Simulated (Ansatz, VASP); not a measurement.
**W in VASP and in Ansatz**

Contents of INCAR:

```
AGGAC = 1.0
AGGAX = 1.0
ALDAC = 0.0
ALDAX = 1.0
ALGO = Normal
EDIFF = 1E-7
EDIFFG = -0.01
ENCUT = 600
GGA = B5
IBRION = 2
ISIF = 3
ISMEAR = -1
LASPH = T
LCHARG = F
LREAL = F
LWAVE = F
NELM = 60
NSW = 80
PREC = Accurate
SIGMA = 0.1
```

The input KPOINTS:

```
k-points
0
Gamma
  14 14 14
```

File POSCAR:

```
W
1.0
   -1.5823400000      1.5823400000      1.5823400000
    1.5823400000     -1.5823400000      1.5823400000
    1.5823400000      1.5823400000     -1.5823400000
W
1
Direct
    0.0000000000      0.0000000000      0.0000000000
```

Input for Ansatz:

```yaml
crystal:
  lattice:
    - [-1.58234, 1.58234, 1.58234]
    - [1.58234, -1.58234, 1.58234]
    - [1.58234, 1.58234, -1.58234]
  atoms:
    - { symbol: W, position: [0.0, 0.0, 0.0] }
hamiltonian:
  xc: blyp
  pseudopotentials:
    kind: paw
    azcp:
      W: "pseudopotentials/W.paw.azcp"
basis:
  ecutwfc: 420
  fft_grid_basis: typed
kpoints:
  mp_grid: { grid: [14, 14, 14], shift: [0, 0, 0] }
magnetization:
  spin_polarized: false
scf:
  occupations: { method: fermi_dirac, width: 0.1 }
relax:
  max_steps: 60
  f_tol: 0.01
  cell: {}
```

Alike in both runs: task relaxation of cell and atoms; functional BLYP; k mesh 14 × 14 × 14; occupations fermi-dirac, width 0.1 eV; no spin polarisation.

```csv
,VASP,Ansatz
version,VASP 6.6.1,Ansatz 0.2.0
potentials or method,"VASP PAW PBE potentials, release 64 (W_sv), cutoff 600 eV","plane waves (420 eV) with PAW, scalar-relativistic"
valence electrons in the cell,14,14
```

|  | VASP | Ansatz | Ansatz less VASP |
| --- | --- | --- | --- |
| relaxed volume (Å³/atom) | 16.79 | 16.69 | -0.100 |
| relaxed cell length with the largest relative difference (Å) | 2.794 | 2.789 | -0.0056 |

VASP's potentials were made for PBE, not for BLYP.

Neither program's run includes spin-orbit coupling.
